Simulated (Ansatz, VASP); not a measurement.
One calculation of CaScB2, two programs

```
CELL_PARAMETERS angstrom
4.30804 0.00000 0.00000
0.00000 4.30804 0.00000
0.00000 0.00000 3.44425
ATOMIC_POSITIONS crystal
Ca 0.50000 0.50000 0.70423
Sc 0.00000 0.00000 0.42885
B 0.50000 0.00000 0.08129
B 0.00000 0.50000 0.08129
```

Alike in both runs: task single point; functional PBE; k mesh 4 × 4 × 6; occupations gaussian, width 0.1 eV; no spin polarisation.

|  | VASP | Ansatz |
| --- | --- | --- |
| version | VASP 6.6.1 | Ansatz 0.2.0 |
| potentials or method | VASP PAW PBE potentials, release 64 (Ca_sv, Sc_sv, B), cutoff 520 eV | scalar-relativistic, plane waves, PAW |
| valence electrons in the cell | 27 | 27 |

```tsv
	VASP	Ansatz	Ansatz less VASP
gap on the k mesh at the Fermi level (eV)	none	none	-
pressure (GPa)	-1.1	-1.3	-0.22
traceless stress, the component that is largest in VASP (GPa)	-3.64	-3.63	+0.009
rms of the force components (eV/Å)	0.389	0.385	-0.0034
```

Atom by atom the forces differ by 0.004 eV/Å (rms over components). A gap of «none» marks a metal or a gap that the smearing closes.

The k mesh is coarse, so the values compare programs but aren't converged.
